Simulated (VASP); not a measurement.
Sr, a sheet with vacuum:

```
CELL_PARAMETERS angstrom
4.20515 0.00000 0.00000
0.00000 4.20515 0.00000
0.00000 0.00000 29.88470
ATOMIC_POSITIONS crystal
Sr 0.50000 0.00000 0.25262
Sr 0.00000 0.50000 0.34970
```

Base run:

| Item | Value |
| --- | --- |
| Program | VASP 6.6.1 |
| Functional | PBE |
| Potentials or basis | VASP PAW PBE potentials, release 64 (Sr_sv) |
| Cutoff | 520 eV |
| k mesh | 4 × 4 × 1 |
| Occupations | gaussian, width 0.1 eV |
| Spin | no spin polarisation |

Its results: band gap on the k mesh 0.57 eV, indirect (least direct gap 0.70 eV); largest force 0.042 eV/Å.

Question: The run is repeated on the same cell with these changes: k mesh from 4 × 4 × 1 to 8 × 8 × 1; occupations from gaussian, width 0.1 eV to gaussian, width 0.02 eV. What comes out?

Answer: Band gap on the k mesh 0.05 eV, indirect (least direct gap 0.09 eV); largest force 0.068 eV/Å.

A k mesh can miss the band edges.
